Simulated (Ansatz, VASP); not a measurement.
## Two plane-wave programs on SnMo

```
CELL_PARAMETERS angstrom
3.51977 0.00000 0.00000
0.00000 3.51977 0.00000
0.00000 0.00000 3.51977
ATOMIC_POSITIONS crystal
Sn 0.00000 0.00000 0.00000
Mo 0.50000 0.50000 0.50000
```

Change from the starting cell: species swapped into the TlBr type (Pm-3m, No. 221).

Alike in both runs: task single point; functional PBE; k mesh 6 × 6 × 6; occupations gaussian, width 0.1 eV; no spin polarisation.

|  | VASP | Ansatz |
| --- | --- | --- |
| version | VASP 6.6.1 | Ansatz 0.2.0 |
| potentials or method | VASP PAW PBE potentials, release 64 (Sn_d, Mo_sv), cutoff 520 eV | scalar-relativistic, plane waves, PAW |
| valence electrons in the cell | 28 | 28 |

```tsv
	VASP	Ansatz	Ansatz less VASP
gap on the k mesh at the Fermi level (eV)	none	none	-
pressure (GPa)	-16.9	-16.9	-0.05
```

A gap of «none» marks a metal or a gap that the smearing closes. With one functional, cell and mesh, what is left measures potentials, basis and numerics.
